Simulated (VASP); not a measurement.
# AlNi (P4/mmm) in VASP: notebook

The runs below take AlNi through single point, with PBEsol.

All numbers are computed with VASP 6.6.1; they aren't measurements. Logs are shortened: lines on timing, memory, paths and dates and some standing lists are left out, and cuts for length are marked.

## (1) The cell of the first run

It takes space group P4/mmm (No. 123, tetragonal). Conventional cell: a = 2.895 Å, b = 2.895 Å, c = 2.734 Å, α = 90.00°, β = 90.00°, γ = 90.00°. Within 3.2 Å of Al (site symmetry 4/mmm) lie 8 Ni at 2.46 Å and 6 Al at 2.73 to 2.89 Å. Ni (site symmetry 4/mmm) has 8 Al at 2.46 Å and 6 Ni at 2.73 to 2.89 Å within 3.2 Å.

## (2) Single point, PBEsol (uniaxial strain along c: -4.5 %)

File INCAR:

```
ALGO = Fast ; EDIFF = 1E-6
ENCUT = 520 ; GGA = PS
ISIF = 2 ; ISMEAR = 0
LASPH = T ; LCHARG = F
LREAL = F ; LWAVE = F
NBANDS = 14 ; NELM = 60
PREC = Accurate ; SIGMA = 0.1
```

File KPOINTS:

```
k-points
0
Gamma
  18 18 18
```

File POSCAR:

```
AlNi
1.0
    2.8945526359      0.0000000000      0.0000000000
    0.0000000000      2.8945526359      0.0000000000
    0.0000000000      0.0000000000      2.7335453817
Al Ni
1 1
Direct
    0.5000000000      0.5000000000      0.5000000000
    0.0000000000      0.0000000000      0.0000000000
```

Potentials or basis: VASP PAW PBE potentials, release 64 (Al, Ni).

Run with:

```sh
$ cat potpaw_PBE.64/Al/POTCAR potpaw_PBE.64/Ni/POTCAR > POTCAR
$ mpirun -np 1 vasp_std > vasp.out
```

OUTCAR:

```text
EDIFF = 1E-6
   ENCUT = 520
   GGA = PS
   ISIF = 2
   ISMEAR = 0
   LASPH = T
   LREAL = F
   NELM = 60
   PREC = Accurate

 ion  position               nearest neighbor table
   1  0.500  0.500  0.500-   2 2.46   2 2.46   2 2.46   2 2.46   2 2.46   2 2.46   2 2.46   2 2.46

   2  0.000  0.000  0.000-   1 2.46   1 2.46   1 2.46   1 2.46   1 2.46   1 2.46   1 2.46   1 2.46

  LATTYP: Found a simple tetragonal cell.
 ALAT       =     2.8945526359
 C/A-ratio  =     0.9443757725

  Lattice vectors:

 A1 = (   2.8945526359,   0.0000000000,   0.0000000000)
 A2 = (   0.0000000000,   2.8945526359,   0.0000000000)
 A3 = (   0.0000000000,   0.0000000000,   2.7335453817)

Analysis of symmetry for initial positions (statically):
=====================================================================
 Subroutine PRICEL returns:
 Original cell was already a primitive cell.

 Routine SETGRP: Setting up the symmetry group for a
 simple tetragonal supercell.

 Subroutine GETGRP returns: Found 16 space group operations
 (whereof 16 operations were pure point group operations)
 out of a pool of 16 trial point group operations.

The static configuration has the point symmetry D_4h.

Analysis of symmetry for dynamics (positions and initial velocities):
=====================================================================
 Subroutine PRICEL returns:
 Original cell was already a primitive cell.

 Routine SETGRP: Setting up the symmetry group for a
 simple tetragonal supercell.

 Subroutine GETGRP returns: Found 16 space group operations
 (whereof 16 operations were pure point group operations)
 out of a pool of 16 trial point group operations.

The dynamic configuration has the point symmetry D_4h.

 Subroutine INISYM returns: Found 16 space group operations
 (whereof 16 operations are pure point group operations),
 and found     1 'primitive' translations

----------------------------------------------------------------------------------------

                                     Primitive cell

  volume of cell :      22.9028

  direct lattice vectors                    reciprocal lattice vectors
     2.894552636  0.000000000  0.000000000     0.345476530  0.000000000  0.000000000
     0.000000000  2.894552636  0.000000000     0.000000000  0.345476530  0.000000000
     0.000000000  0.000000000  2.733545382     0.000000000  0.000000000  0.365825278

  length of vectors
     2.894552636  2.894552636  2.733545382     0.345476530  0.345476530  0.365825278

  position of ions in fractional coordinates (direct lattice)
     0.500000000  0.500000000  0.500000000
     0.000000000  0.000000000  0.000000000

  ion indices of the primitive-cell ions
   primitive index   ion index
                 1           1
                 2           2

----------------------------------------------------------------------------------------

 KPOINTS: k-points

Automatic generation of k-mesh.
 Grid dimensions read from file:
 generate k-points for:   18   18   18

 Generating k-lattice:

  Cartesian coordinates                     Fractional coordinates (reciprocal lattice)
     0.019193141  0.000000000  0.000000000     0.055555556  0.000000000  0.000000000
     0.000000000  0.019193141  0.000000000     0.000000000  0.055555556  0.000000000
     0.000000000  0.000000000  0.020323627     0.000000000  0.000000000  0.055555556

  Length of vectors
     0.019193141  0.019193141  0.020323627

  Shift w.r.t. Gamma in fractional coordinates (k-lattice)
     0.000000000  0.000000000  0.000000000

 Subroutine IBZKPT returns following result:
 ===========================================

 Found    550 irreducible k-points:

 Following reciprocal coordinates:
            Coordinates               Weight
  0.000000  0.000000  0.000000      1.000000
  0.055556  0.000000  0.000000      4.000000
  0.111111  0.000000  0.000000      4.000000
  0.166667  0.000000  0.000000      4.000000
  0.222222  0.000000  0.000000      4.000000
  0.277778  0.000000  0.000000      4.000000
[... 16 lines left out ...]
  0.277778  0.111111  0.000000      8.000000
  0.333333  0.111111  0.000000      8.000000
 [... further k-points ...]
   k-points           NKPTS =    550   k-points in BZ     NKDIM =    550   number of bands    NBANDS=     14
   number of dos      NEDOS =    301   number of ions     NIONS =      2
   total plane-waves  NPLWV =  11520
   dimension x,y,z NGX =    24 NGY =   24 NGZ =   20
   dimension x,y,z NGXF=    48 NGYF=   48 NGZF=   40
   ions per type =               1   1
   NGX,Y,Z   is equivalent  to a cutoff of  13.78, 13.78, 12.16 a.u.
   NGXF,Y,Z  is equivalent  to a cutoff of  27.57, 27.57, 24.33 a.u.
 SYSTEM =  unknown system
   PREC   = accura    normal or accurate (medium, high low for compatibility)
   ISTART =      0    job   : 0-new  1-cont  2-samecut
   ICHARG =      2    charge: 1-file 2-atom 10-const
   ISPIN  =      1    spin polarized calculation?
   LNONCOLLINEAR =      F non collinear calculations
   LSORBIT =      F    spin-orbit coupling
   LASPH  =      T    aspherical Exc in radial PAW
   ENCUT  =  520.0 eV  38.22 Ry    6.18 a.u.   5.38  5.38  5.08*2*pi/ulx,y,z
   NELM   =     60;   NELMIN=  2; NELMDL= -5     # of ELM steps
   EDIFF  = 0.1E-05   stopping-criterion for ELM
   LREAL  =      F    real-space projection
   EDIFFG = 0.1E-04   stopping-criterion for IOM
   NSW    =      0    number of steps for IOM
   IBRION =     -1    ionic relax: 0-MD 1-quasi-New 2-CG
   NFREE  =      0    steps in history (QN), initial steepest desc. (CG)
   ISIF   =      2    stress and relaxation
   ISYM   =      2    0-nonsym 1-usesym 2-fastsym
   POTIM  = 0.5000    time-step for ionic-motion
   TEBEG  =    0.0;   TEEND  =   0.0 temperature during run
   PSTRESS=    0.0 pullay stress
   NELECT =      13.0000    total number of electrons
   NUPDOWN=      -1.0000    fix difference up-down
   EMIN   =  10.00;   EMAX   =-10.00  energy-range for DOS
   EFERMI =   0.00;   METHOD = LEGACY
   ISMEAR =     0;   SIGMA  =   0.10  broadening in eV -4-tet -1-fermi 0-gaus
   EFERMI_NEDOS =   21; number of points for ismear=-14 and -15
   IALGO  =     68    algorithm
   IMIX   =      4    mixing-type and parameters
     AMIX     =   0.40;   BMIX     =  1.00
     AMIX_MAG =   1.60;   BMIX_MAG =  1.00
  volume/ion in A,a.u.               =      11.45        77.28
  Fermi-wavevector in a.u.,A,eV,Ry     =   1.355479  2.561484 24.998312  1.837324
  Thomas-Fermi vector in A             =   2.482563
   LORBIT       =      0    0 simple, 1 ext, 2 COOP (PROOUT), +10 PAW based schemes
   GGA     = PS    functional components
   LHFCALC =     F    Hartree Fock is set to
   AEXX    =    0.0000 exact exchange contribution
   IVDW    =     0    specifies the selected vdW correction
   LEPSILON=     F    determine dielectric tensor
   LRPA    =     F    only Hartree local field effects (RPA)
 non-spin polarized calculation
 RMM-DIIS sequential band-by-band and
 Gauss-broadening in eV      SIGMA  =   0.10
  energy-cutoff  :      520.00
  volume of cell :       22.90
 maximum number of plane-waves:       632
 NGX is ok and might be reduce to    24
   NGX = 11   NGY = 11   NGZ = 11

 number of electron      13.0000012 magnetization

 Free energy of the ion-electron system (eV)
  ---------------------------------------------------
  ext. energy  EPLUGINS =         0.00000000
  ---------------------------------------------------
  free energy    TOTEN  =       -11.56525804 eV

  energy without entropy =      -11.56083004  energy(sigma->0) =      -11.56304404

 E-fermi :  10.4766     XC(G=0): -12.3769

 val. band max:       10.4763784802   @ k =   0.3889   0.1667   0.3333
 cond. band min:      10.4770062056   @ k =   0.3333   0.0000   0.3333
 fundamental gap:      0.0006277254
 Fermi energy:        10.4766497731

 k-point     1 :       0.0000    0.0000    0.0000
  band No.  band energies     occupation
      1      -0.9766      2.00000
      2       7.0028      2.00000
      3       7.0387      2.00000
      4       8.7331      2.00000
      5       8.9137      2.00000
      6       8.9137      2.00000
      7      15.4658      0.00000
      8      15.4658      0.00000
      9      17.6272      0.00000
     10      18.5226      0.00000
     11      18.8467      0.00000
     12      25.1524      0.00000
     13      30.9915      0.00000
     14      32.3928      0.00000

 k-point     2 :       0.0556    0.0000    0.0000
  band No.  band energies     occupation
      1      -0.9201      2.00000
      2       6.9995      2.00000
      3       7.0475      2.00000
      4       8.7060      2.00000
      5       8.8938      2.00000
      6       8.9160      2.00000
      7      14.8806      0.00000
      8      15.5437      0.00000
      9      17.6975      0.00000
     10      18.6975      0.00000
     11      19.2527      0.00000
     12      25.2963      0.00000
     13      30.2401      0.00000
     14      31.7893      0.00000

 k-point     3 :       0.1111    0.0000    0.0000
  band No.  band energies     occupation
      1      -0.7511      2.00000
      2       6.9713      2.00000
      3       7.0817      2.00000
      4       8.6298      2.00000
      5       8.8374      2.00000
      6       8.9228      2.00000
      7      13.7432      0.00000
      8      15.7725      0.00000
      9      17.9052      0.00000
     10      18.7269      0.00000
     11      20.3276      0.00000
     12      25.7537      0.00000
     13      28.9194      0.00000
     14      30.5803      0.00000

 k-point     4 :       0.1667    0.0000    0.0000
  band No.  band energies     occupation
      1      -0.4711      2.00000
      2       6.8871      2.00000
      3       7.1395      2.00000
      4       8.5186      2.00000
      5       8.7535      2.00000
      6       8.9333      2.00000
      7      12.5573      0.00000
      8      16.1387      0.00000
      9      18.2418      0.00000
     10      18.7321      0.00000
     11      21.4076      0.00000
     12      26.5772      0.00000
     13      27.5478      0.00000
     14      29.2774      0.00000

 k-point     5 :       0.2222    0.0000    0.0000
  band No.  band energies     occupation
      1      -0.0828      2.00000
      2       6.6953      2.00000
      3       7.2127      2.00000
      4       8.3900      2.00000
      5       8.6544      2.00000
      6       8.9461      2.00000
      7      11.4994      0.00000
      8      16.6253      0.00000
      9      18.6955      0.00000
     10      18.7337      0.00000
     11      22.3152      0.00000
[... 276 lines left out ...]
 k-point    22 :       0.2222    0.1111    0.0000
  band No.  band energies     occupation
      1       0.1357      2.00000
      2       6.7773      2.00000
      3       7.1957      2.00000
      4       8.2550      2.00000
      5       8.6648      2.00000
      6       8.8748      2.00000
      7      11.6855      0.00000
      8      14.7625      0.00000
      9      18.9644      0.00000
     10      20.0751      0.00000
     11      22.9967      0.00000
     12      24.4483      0.00000
     13      28.1305      0.00000
     14      28.1394      0.00000

 k-point    23 :       0.2778    0.1111    0.0000
  band No.  band energies     occupation
      1       0.6239      2.00000
      2       6.4260      2.00000
      3       7.2835      2.00000
      4       8.1409      2.00000
      5       8.5649      2.00000
      6       8.8892      2.00000
      7      10.8266      0.00000
      8      15.2377      0.00000
      9      19.5186      0.00000
     10      19.9855      0.00000
     11      23.3867      0.00000
     12      23.9127      0.00000
     13      26.9042      0.00000
     14      29.5012      0.00000

 k-point    24 :       0.3333    0.1111    0.0000
  band No.  band energies     occupation
      1       1.2092      2.00000
      2       5.8633      2.00000
      3       7.3714      2.00000
      4       8.0534      2.00000
      5       8.4743      2.00000
      6       8.9029      2.00000
      7      10.2299      1.99951
      8      15.7830      0.00000
      9      19.7341      0.00000
     10      20.1653      0.00000
     11      22.6658      0.00000
     12      24.6432      0.00000
     13      25.7399      0.00000
     14      28.6726      0.00000

 [... further k-points ...]

------------------------ aborting loop because EDIFF is reached ----------------------------------------

  FORCE on cell =-STRESS in cart. coord.  units (eV):
  Direction    XX          YY          ZZ          XY          YZ          ZX
  --------------------------------------------------------------------------------------
  -------------------------------------------------------------------------------------
  Total        0.3236113      0.3236113      1.2105471      0.0000000     -0.0000000      0.0000000
  in kB       22.6383661     22.6383661     84.6843331      0.0000000     -0.0000000      0.0000000
  external PRESSURE =      43.3203551 kB  Pullay stress =       0.0000000 kB

 VOLUME and BASIS-vectors are now :
 -----------------------------------------------------------------------------
  energy-cutoff  :      520.00
  volume of cell :       22.90
      direct lattice vectors                 reciprocal lattice vectors
     2.894552636  0.000000000  0.000000000     0.345476530  0.000000000  0.000000000
     0.000000000  2.894552636  0.000000000     0.000000000  0.345476530  0.000000000
     0.000000000  0.000000000  2.733545382     0.000000000  0.000000000  0.365825278

 POSITION                                       TOTAL-FORCE (eV/Angst)
 -----------------------------------------------------------------------------------
      1.44728      1.44728      1.36677         0.000000      0.000000      0.000000
      0.00000      0.00000      0.00000         0.000000      0.000000      0.000000
 -----------------------------------------------------------------------------------
    total drift:                               -0.000000      0.000000      0.000000

  FREE ENERGIE OF THE ION-ELECTRON SYSTEM (eV)
  ---------------------------------------------------
  free  energy   TOTEN  =       -11.5652580361 eV

  energy  without entropy=      -11.5608300387  energy(sigma->0) =      -11.56304404
```

Wall time 1.8 min (1 thread of AMD EPYC 9R45 (Zen 5), shared host); peak memory 0.25 GiB.

Results:

| Item | Value |
| --- | --- |
| Free energy | -11.5653 eV |
| Pressure | 4.3 GPa |
| Band gap on the k mesh | zero (an odd number of electrons rules out a gap without spin polarisation) |

Stress tensor (GPa, compression positive):
```
2.26 0.00 0.00
0.00 2.26 0.00
0.00 0.00 8.47
```

Caveat: the cell differs from its parent crystal (uniaxial strain along c: -4.5 %); the stress differs along the axes, from 2 to 8 GPa; the PAW data sets were made with another functional, which shifts forces and pressure a little. Spin polarisation is off, so any magnetic state and its effect on volume and gap are missing.

[end of part 1 of 2]
